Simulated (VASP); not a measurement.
# ZrTiSe4 in VASP: further runs, part 2 of 2

VASP 6.6.1. Earlier steps stand in the parts before.

### Step 3. Single point, PBE

INCAR reads:

```
PREC = Accurate
ENCUT = 520
EDIFF = 1E-6
ISMEAR = 0
SIGMA = 0.15
LREAL = F
LASPH = T
NELM = 60
ALGO = Normal
ISIF = 2
LWAVE = F
LCHARG = F
GGA = PE
NBANDS = 33
```

KPOINTS reads:

```
Automatic mesh
0
Gamma
  4 4 3
```

POSCAR reads:

```
ZrTiSe4
1.0
    4.5909720000      0.2464000000     -1.0871250000
   -0.1669250000      4.9907540000     -0.5176570000
    0.2641890000     -0.3037800000      6.0555890000
Se Ti Zr
4 1 1
Direct
    0.1246500000      0.9484720000      0.6086030000
    0.6795780000      0.7197800000      0.3248300000
    0.0565570000      0.4599310000      0.6308910000
    0.9181340000      0.7872800000      0.9770060000
    0.6217690000      0.2589170000      0.8137730000
    0.2150540000      0.3073270000      0.1842370000
```

Potentials or basis: VASP PAW PBE potentials, release 64 (Se, Ti_sv, Zr_sv).

Started as:

```bash
$ cat potpaw_PBE.64/Se/POTCAR potpaw_PBE.64/Ti_sv/POTCAR potpaw_PBE.64/Zr_sv/POTCAR > POTCAR
$ mpirun -np 1 vasp_std > vasp.out
```

OUTCAR:

```text
PREC = Accurate
   ENCUT = 520
   EDIFF = 1E-6
   ISMEAR = 0
   LREAL = F
   LASPH = T
   NELM = 60
   ISIF = 2
   GGA = PE

 ion  position               nearest neighbor table
   1  0.125  0.948  0.609-   3 2.51   3 2.56   2 2.63   5 2.85
   2  0.680  0.720  0.325-   1 2.63   4 2.65   3 2.76   6 2.99
   3  0.057  0.460  0.631-   1 2.51   1 2.56   4 2.63   2 2.76   5 2.80   6 2.93
   4  0.918  0.787  0.977-   3 2.63   2 2.65   6 3.00   6 3.05
   5  0.622  0.259  0.814-   3 2.80   1 2.85   6 3.20   6 3.24
   6  0.215  0.307  0.184-   3 2.93   2 2.99   4 3.00   4 3.05   5 3.20   5 3.24

  LATTYP: Found a triclinic cell.
 ALAT       =     4.7243600234
 B/A-ratio  =     1.4273260118
 C/A-ratio  =     1.2846092885
 COS(alpha) =     0.0183324348
 COS(beta)  =     0.1899121546
 COS(gamma) =     0.6684005489

  Lattice vectors:

 A1 = (   4.5909720000,   0.2464000000,  -1.0871250000)
 A2 = (   4.7578970000,  -4.7443540000,  -0.5694680000)
 A3 = (  -0.2641890000,   0.3037800000,  -6.0555890000)

Analysis of symmetry for initial positions (statically):
=====================================================================
 Subroutine PRICEL returns:
 Original cell was already a primitive cell.

 Routine SETGRP: Setting up the symmetry group for a
 triclinic supercell.

 Subroutine GETGRP returns: Found  1 space group operations
 (whereof  1 operations were pure point group operations)
 out of a pool of  2 trial point group operations.

The static configuration has the point symmetry C_1 .

Analysis of symmetry for dynamics (positions and initial velocities):
=====================================================================
 Subroutine PRICEL returns:
 Original cell was already a primitive cell.

 Routine SETGRP: Setting up the symmetry group for a
 triclinic supercell.

 Subroutine GETGRP returns: Found  1 space group operations
 (whereof  1 operations were pure point group operations)
 out of a pool of  2 trial point group operations.

The dynamic configuration has the point symmetry C_1 .

 Subroutine INISYM returns: Found  1 space group operations
 (whereof  1 operations are pure point group operations),
 and found     1 'primitive' translations

----------------------------------------------------------------------------------------

                                     Primitive cell

  volume of cell :     139.6198

  direct lattice vectors                    reciprocal lattice vectors
     4.590972000  0.246400000 -1.087125000     0.215332613  0.006260357 -0.009080328
    -0.166925000  4.990754000 -0.517657000    -0.008321528  0.201176635  0.010455117
     0.264189000 -0.303780000  6.055589000     0.037946064  0.018321303  0.164400311

  length of vectors
     4.724360023  5.020304594  6.068956768     0.215614885  0.201619929  0.169714572

  position of ions in fractional coordinates (direct lattice)
     0.124650000  0.948472000  0.608603000
     0.679578000  0.719780000  0.324830000
     0.056557000  0.459931000  0.630891000
     0.918134000  0.787280000  0.977006000
     0.621769000  0.258917000  0.813773000
     0.215054000  0.307327000  0.184237000

[... 24 lines left out ...]
  Length of vectors
     0.053903721  0.050404982  0.056571524

  Shift w.r.t. Gamma in fractional coordinates (k-lattice)
     0.000000000  0.000000000  0.000000000

 Subroutine IBZKPT returns following result:
 ===========================================

 Found     26 irreducible k-points:

 Following reciprocal coordinates:
            Coordinates               Weight
  0.000000  0.000000  0.000000      1.000000
  0.250000  0.000000  0.000000      2.000000
  0.500000  0.000000  0.000000      1.000000
  0.000000  0.250000  0.000000      2.000000
  0.250000  0.250000  0.000000      2.000000
  0.500000  0.250000  0.000000      2.000000
[... 16 lines left out ...]
  0.000000 -0.250000  0.333333      2.000000
  0.250000 -0.250000  0.333333      2.000000
 [... further k-points ...]
   k-points           NKPTS =     26   k-points in BZ     NKDIM =     26   number of bands    NBANDS=     33
   number of dos      NEDOS =    301   number of ions     NIONS =      6
   total plane-waves  NPLWV =  69120
   dimension x,y,z NGX =    36 NGY =   40 NGZ =   48
   dimension x,y,z NGXF=    72 NGYF=   80 NGZF=   96
   ions per type =               4   1   1
   NGX,Y,Z   is equivalent  to a cutoff of  12.67, 13.25, 13.15 a.u.
   NGXF,Y,Z  is equivalent  to a cutoff of  25.34, 26.49, 26.30 a.u.
 SYSTEM =  unknown system
   PREC   = accura    normal or accurate (medium, high low for compatibility)
   ISTART =      0    job   : 0-new  1-cont  2-samecut
   ICHARG =      2    charge: 1-file 2-atom 10-const
   ISPIN  =      1    spin polarized calculation?
   LNONCOLLINEAR =      F non collinear calculations
   LSORBIT =      F    spin-orbit coupling
   LASPH  =      T    aspherical Exc in radial PAW
   ENCUT  =  520.0 eV  38.22 Ry    6.18 a.u.   8.78  9.33 11.28*2*pi/ulx,y,z
   NELM   =     60;   NELMIN=  2; NELMDL= -5     # of ELM steps
   EDIFF  = 0.1E-05   stopping-criterion for ELM
   LREAL  =      F    real-space projection
   EDIFFG = 0.1E-04   stopping-criterion for IOM
   NSW    =      0    number of steps for IOM
   IBRION =     -1    ionic relax: 0-MD 1-quasi-New 2-CG
   NFREE  =      0    steps in history (QN), initial steepest desc. (CG)
   ISIF   =      2    stress and relaxation
   ISYM   =      2    0-nonsym 1-usesym 2-fastsym
   POTIM  = 0.5000    time-step for ionic-motion
   TEBEG  =    0.0;   TEEND  =   0.0 temperature during run
   PSTRESS=    0.0 pullay stress
   NELECT =      48.0000    total number of electrons
   NUPDOWN=      -1.0000    fix difference up-down
   EMIN   =  10.00;   EMAX   =-10.00  energy-range for DOS
   EFERMI =   0.00;   METHOD = LEGACY
   ISMEAR =     0;   SIGMA  =   0.15  broadening in eV -4-tet -1-fermi 0-gaus
   EFERMI_NEDOS =   21; number of points for ismear=-14 and -15
   IALGO  =     38    algorithm
   IMIX   =      4    mixing-type and parameters
     AMIX     =   0.40;   BMIX     =  1.00
     AMIX_MAG =   1.60;   BMIX_MAG =  1.00
  volume/ion in A,a.u.               =      23.27       157.03
  Fermi-wavevector in a.u.,A,eV,Ry     =   1.146849  2.167230 17.895232  1.315262
  Thomas-Fermi vector in A             =   2.283531
   LORBIT       =      0    0 simple, 1 ext, 2 COOP (PROOUT), +10 PAW based schemes
   GGA     = PE    functional components
   LHFCALC =     F    Hartree Fock is set to
   AEXX    =    0.0000 exact exchange contribution
   IVDW    =     0    specifies the selected vdW correction
   LEPSILON=     F    determine dielectric tensor
   LRPA    =     F    only Hartree local field effects (RPA)
 non-spin polarized calculation
 Gauss-broadening in eV      SIGMA  =   0.15
  energy-cutoff  :      520.00
  volume of cell :      139.62
 maximum number of plane-waves:      3769
   NGX = 17   NGY = 19   NGZ = 23

 number of electron      48.0000001 magnetization

 Free energy of the ion-electron system (eV)
  ---------------------------------------------------
  ext. energy  EPLUGINS =         0.00000000
  ---------------------------------------------------
  free energy    TOTEN  =       -29.45743668 eV

  energy without entropy =      -29.38730970  energy(sigma->0) =      -29.42237319

 E-fermi :   5.9187     XC(G=0):  -9.9818

 val. band max:        5.9146308345   @ k =   0.0000   0.5000   0.3333
 cond. band min:       5.9267579011   @ k =  -0.2500  -0.2500   0.3333
 fundamental gap:      0.0121270666
 Fermi energy:         5.9187223214

 k-point     1 :       0.0000    0.0000    0.0000
  band No.  band energies     occupation
      1     -51.7156      2.00000
      2     -44.1385      2.00000
      3     -28.0921      2.00000
      4     -27.9854      2.00000
      5     -27.8375      2.00000
      6     -22.2532      2.00000
[... 853 lines left out ...]
     32       7.8215      0.00000
     33       8.3919      0.00000

 [... further k-points ...]
[... 5 lines left out ...]
  --------------------------------------------------------------------------------------
  -------------------------------------------------------------------------------------
  Total       -4.3335196      0.3598764      0.8071682     -0.4416695      0.4651043      0.6933164
  in kB      -49.7283744      4.1296850      9.2624850     -5.0682831      5.3372050      7.9560037
  external PRESSURE =     -12.1120681 kB  Pullay stress =       0.0000000 kB

 VOLUME and BASIS-vectors are now :
 -----------------------------------------------------------------------------
  energy-cutoff  :      520.00
  volume of cell :      139.62
      direct lattice vectors                 reciprocal lattice vectors
     4.590972000  0.246400000 -1.087125000     0.215332613  0.006260357 -0.009080328
    -0.166925000  4.990754000 -0.517657000    -0.008321528  0.201176635  0.010455117
     0.264189000 -0.303780000  6.055589000     0.037946064  0.018321303  0.164400311

 POSITION                                       TOTAL-FORCE (eV/Angst)
 -----------------------------------------------------------------------------------
      0.57473      4.57942      3.05896         1.986468      1.935230      0.505121
      3.08559      3.66102      0.85565        -2.990812     -1.027124     -1.487602
      0.34955      2.11769      3.52085         2.138649     -1.964308     -0.503632
      4.34183      3.85855      4.51068        -0.955778      1.280944      1.700142
      3.02629      1.19819      4.11790         0.112930     -0.353946     -0.211842
      0.98468      1.53082      0.72278        -0.291456      0.129204     -0.002187
 -----------------------------------------------------------------------------------
    total drift:                                0.000393     -0.000334      0.000593

  FREE ENERGIE OF THE ION-ELECTRON SYSTEM (eV)
  ---------------------------------------------------
  free  energy   TOTEN  =       -29.4574366808 eV

  energy  without entropy=      -29.3873096984  energy(sigma->0) =      -29.42237319
```

OSZICAR:

```text
N       E                     dE             d eps       ncg     rms          rms(c)
DAV:   1     0.446165482499E+03    0.44617E+03   -0.21912E+04  1716   0.139E+03
DAV:   2     0.186540575096E+02   -0.42751E+03   -0.40827E+03  1930   0.373E+02
DAV:   3    -0.289605309224E+02   -0.47615E+02   -0.45720E+02  2746   0.107E+02
DAV:   4    -0.327310560253E+02   -0.37705E+01   -0.36937E+01  2640   0.252E+01
DAV:   5    -0.329770554911E+02   -0.24600E+00   -0.24555E+00  2584   0.554E+00    0.152E+01
DAV:   6    -0.389121199390E+02   -0.59351E+01   -0.38094E+01  2550   0.301E+01    0.341E+01
DAV:   7    -0.309976052630E+02    0.79145E+01   -0.51083E+01  2526   0.442E+01    0.965E+00
DAV:   8    -0.300044503155E+02    0.99315E+00   -0.48244E+00  2301   0.809E+00    0.677E+00
DAV:   9    -0.294533834300E+02    0.55107E+00   -0.13685E+00  2421   0.684E+00    0.139E+00
DAV:  10    -0.294573906082E+02   -0.40072E-02   -0.11951E-01  2432   0.167E+00    0.702E-01
DAV:  11    -0.294567547741E+02    0.63583E-03   -0.12738E-02  2616   0.612E-01    0.322E-01
DAV:  12    -0.294575115642E+02   -0.75679E-03   -0.22072E-03  2144   0.286E-01    0.119E-01
DAV:  13    -0.294574298211E+02    0.81743E-04   -0.35155E-04  2528   0.124E-01    0.315E-02
DAV:  14    -0.294574513175E+02   -0.21496E-04   -0.76587E-05  2504   0.488E-02    0.384E-02
DAV:  15    -0.294574367963E+02    0.14521E-04   -0.34815E-05  2328   0.366E-02    0.602E-03
DAV:  16    -0.294574366808E+02    0.11556E-06   -0.20512E-06  1600   0.753E-03
   1 F= -.29457437E+02 E0= -.29422373E+02  d E =-.701270E-01
```

Run time: 2.1 min. Hardware: 1 thread of Intel Xeon Platinum 8259CL at 2.50GHz (Skylake/Cascade Lake), shared host; peak memory 0.31 GiB.

Results:

```yaml
Free_energy: -29.4574 eV
Pressure: -1.2 GPa
Largest_force: 3.495 eV/Å
Band_gap_on_the_k_mesh: zero (band 24 reaches 5.96 eV, above the bottom of band 25 at 5.85 eV)
```

Forces on the atoms (eV/Å):
```
Se   1.986  1.935  0.505
Se  -2.991 -1.027 -1.488
Se   2.139 -1.964 -0.504
Se  -0.956  1.281  1.700
Ti   0.113 -0.354 -0.212
Zr  -0.291  0.129 -0.002
```

Stress tensor (GPa, compression positive):
```
-4.97 -0.51  0.80
-0.51  0.41  0.53
 0.80  0.53  0.93
```
